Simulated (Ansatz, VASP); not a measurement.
PbS in VASP and in Ansatz

Contents of INCAR:

```
SYSTEM = PbS
  ALGO = Normal
  EDIFF = 1E-8
  ENCUT = 520
  GGA = CA
  ISIF = 2
  ISMEAR = -1
  LASPH = .True.
  LCHARG = .False.
  LEFG = .True.
  LREAL = .False.
  LWAVE = .False.
  NBANDS = 17
  NELM = 60
  PREC = Accurate
  SIGMA = 0.01
```

The input KPOINTS:

```
k-points
0
Gamma
  8 8 8
  0 0 0
```

File POSCAR:

```
PbS
1.0
    0.0000000000      2.9044728123      2.9044728123
    2.9044728123      0.0000000000      2.9044728123
    2.9044728123      2.9044728123      0.0000000000
Pb S
1 1
Direct
    0.0000000000      0.0000000000      0.0000000000
    0.5000000000      0.5000000000      0.5000000000
```

Input for Ansatz:

```yaml
crystal:
  lattice:
    - [0.0, 2.9044728123, 2.9044728123]
    - [2.9044728123, 0.0, 2.9044728123]
    - [2.9044728123, 2.9044728123, 0.0]
  atoms:
    - { symbol: Pb, position: [0.0, 0.0, 0.0] }
    - { symbol: S, position: [0.5, 0.5, 0.5] }
kpoints:
  mp_grid: { grid: [8, 8, 8] }
scf:
  occupations: { method: fermi_dirac, width: 0.01 }
hamiltonian:
  xc: lda
  pseudopotentials: { kind: paw }
output:
  forces: true
  stress: true
  eigenvalues: true
  efg: { contact_densities: true }
```

Change from the starting cell: volume scaled by 0.94, PAW files.

Alike in both runs: task electric field gradients; functional LDA; k mesh 8 × 8 × 8; occupations fermi-dirac, width 0.01 eV; no spin polarisation.

```csv
,VASP,Ansatz
version,VASP 6.6.1,Ansatz 0.2.0
potentials or method,"VASP PAW LDA potentials, release 64 (Pb_d, S)","PAW with Ansatz's default frozen-core files, scalar-relativistic"
plane-wave cutoff (eV),520,420
valence electrons in the cell,20,20
```

VASP gave:

| Item | Value |
| --- | --- |
| pressure (GPa) | 1.2 |

Which values does Ansatz return?

Pressure (GPa): 1.1.

LDA's correlation is that of Perdew and Zunger in VASP and of Perdew and Wang (1992) in Ansatz.

Spin-orbit coupling is off throughout.
